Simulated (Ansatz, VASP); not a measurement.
**Two plane-wave programs on H**

INCAR

```
ALGO = Normal
EDIFF = 1E-7
ENCUT = 520
GGA = PE
ISIF = 2
ISMEAR = 0
IVDW = 12
LASPH = True
LCHARG = False
LREAL = False
LWAVE = False
NBANDS = 6
NELM = 80
PREC = Accurate
SIGMA = 0.05
```

The input KPOINTS:

```
k-points
0
Gamma
  10 10 26
```

The input POSCAR:

```
H
1.0
    2.5171568020      0.0000000000      0.0000000000
    0.0000000000      2.5171568020      0.0000000000
    0.0000000000      0.0000000000      0.9314682740
H
1
Direct
    0.0000000000      0.0000000000      0.5000000000
```

Input for Ansatz:

```yaml
crystal:
  lattice:
    - [2.517156802, 0.0, 0.0]
    - [0.0, 2.517156802, 0.0]
    - [0.0, 0.0, 0.931468274]
  atoms:
    - { symbol: H, position: [0.0, 0.0, 0.5] }
basis:
  ecutwfc: 420
kpoints:
  mp_grid: { grid: [10, 10, 26] }
hamiltonian:
  xc: pbe
  dispersion: d3bj
scf:
  occupations: { method: gaussian, width: 0.05 }
output:
  forces: true
  stress: true
  eigenvalues: true
```

Change from the starting cell: strain -0.050 along x and y, -0.050 along z, atoms carried along.

Alike in both runs: task single point; functional PBE; dispersion D3(BJ); k mesh 10 × 10 × 26; occupations gaussian, width 0.05 eV; no spin polarisation.

|  | VASP | Ansatz |
| --- | --- | --- |
| version | VASP 6.6.1 | Ansatz 0.2.0 |
| potentials or method | VASP PAW PBE potentials, release 64 (H), cutoff 520 eV | scalar-relativistic, plane waves, PAW |
| valence electrons in the cell | 1 | 1 |

|  | VASP | Ansatz | Ansatz less VASP |
| --- | --- | --- | --- |
| gap on the k mesh at the Fermi level (eV) | none | none | - |
| pressure (GPa) | 12.0 | 12.3 | +0.34 |
| traceless stress, the component that is largest in VASP (GPa) | 20.27 | 20.25 | -0.017 |

A gap of «none» marks a metal or a gap that the smearing closes. Ansatz's warnings: dispersion switch in reach.
